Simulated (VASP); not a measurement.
The system is TlCl.

```xyz
2
Lattice="3.8340 0.0000 0.0000 0.0000 3.8340 0.0000 0.0000 0.0000 3.8340" Properties=species:S:1:pos:R:3 pbc="T T T"
Tl    0.0000    0.0000    0.0000
Cl    1.9170    1.9170    1.9170
```

| Item | Value |
| --- | --- |
| Program | VASP 6.6.1 |
| Task | relaxation of cell and atoms |
| Functional | PBEsol |
| Potentials or basis | VASP PAW PBE potentials, release 64 (Tl_d, Cl) |
| Cutoff | 500 eV |
| k mesh | 8 × 8 × 8 |
| Occupations | gaussian, width 0.02 eV |
| Spin | no spin polarisation |

At the start: pressure -1.4 GPa; volume 28.18 Å³/atom.

Question: How do energy, volume and symmetry change on relaxing?

Answer: Over 3 steps the energy falls by 6.8 meV/atom and the volume is 26.72 Å³/atom (-5.2 %); space group Pm-3m (No. 221, to 0.1 Å) before and after.

Step by step:
| step | energy change (eV) | largest force (eV/Å) | pressure (GPa) | volume (Å³) |
| --- | --- | --- | --- | --- |
| 1 | 0.0000 | 0.0000 | -1.41 | 56.36 |
| 2 | -0.0122 | 0.0000 | -0.50 | 54.35 |
| 3 | -0.0137 | 0.0000 | -0.01 | 53.45 |

Final structure:
```yaml
crystal:
  lattice:
    - [3.76678, 0.00000, 0.00000]
    - [0.00000, 3.76678, 0.00000]
    - [0.00000, 0.00000, 3.76678]
  atoms:
    - { symbol: Tl, position: [0.00000, 0.00000, 0.00000] }
    - { symbol: Cl, position: [0.50000, 0.50000, 0.50000] }
```

Caveat: the PAW data sets were made with another functional, which shifts forces and pressure a little.
